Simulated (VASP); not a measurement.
GeBr5, 6 atoms in the cell. Symmetry: P-62m, No. 189, hexagonal system. The conventional cell has a = 6.535 Å, b = 6.535 Å, c = 6.030 Å, α = 90.00°, β = 90.00°, γ = 120.00°. Ge (site symmetry -62m) has 12 Br at 3.67 to 3.77 Å within 4.8 Å. Within 4.9 Å of Br (site symmetry -6) lie 9 Br at 3.75 to 3.77 Å and 3 Ge at 3.77 Å. Within 4.8 Å of Br (site symmetry m2m) lie 10 Br at 3.62 to 3.85 Å and 2 Ge at 3.67 Å. The cell was generated, and may not be a known phase.

* Program: VASP 6.6.1
* Task: relaxation of cell and atoms
* Functional: PBE
* Potentials or basis: VASP PAW PBE potentials, release 64 (Ge_d, Br)
* Cutoff: 600 eV
* k mesh: 3 × 3 × 4
* Occupations: gaussian, width 0.1 eV
* Spin: no spin polarisation
* Dipole correction: no
* Further INCAR settings: ALGO = Normal; EDIFF = 1e-07; IBRION = 2; EDIFFG = -0.04; NSW = 90; ISIF = 3

Potentials or basis: VASP PAW PBE potentials, release 64 (Ge_d, Br).

Run with:

```sh
$ cat potpaw_PBE.64/Ge_d/POTCAR potpaw_PBE.64/Br/POTCAR > POTCAR
$ mpirun -np 1 vasp_std > vasp.out
```

Hardware: 1 thread of Oxide Virtual Turin-like Processor, on a shared host.

Estimate the wall time of this run.

It took 35 min on 1 thread of Oxide Virtual Turin-like Processor, on a shared host, peak memory 0.39 GiB. Counts: scf iterations 419, k points 9, ion steps 40.
